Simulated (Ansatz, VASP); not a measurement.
## One calculation of Lu, two programs

```
Lu
1.0
     3.56745    0.00000    0.00000
    -1.78372    3.08950    0.00000
     0.00000    0.00000    5.65787
Lu
2
Direct
  0.33333 0.66667 0.25000
  0.66667 0.33333 0.75000
```

Change from the starting cell: volume scaled by 1.05.

Alike in both runs: task single point; functional PBE; k mesh 13 × 13 × 8; occupations fermi-dirac, width 0.03 eV; no spin polarisation.

```csv
,VASP,Ansatz
version,VASP 6.6.1,Ansatz 0.2.0
potentials or method,"VASP PAW PBE potentials, release 64 (Lu), cutoff 520 eV","all-electron LAPW, scalar-relativistic"
```

Ansatz gave:

* pressure (GPa): -2.8
* traceless stress, the component that is largest in VASP (GPa): -0.60

Problem. Estimate VASP's values.

Solution. Pressure (GPa): -2.7; traceless stress, the component that is largest in VASP (GPa): -0.60.

Ansatz ran all-electron here, and VASP with PAW potentials.

Neither program's run includes spin-orbit coupling.
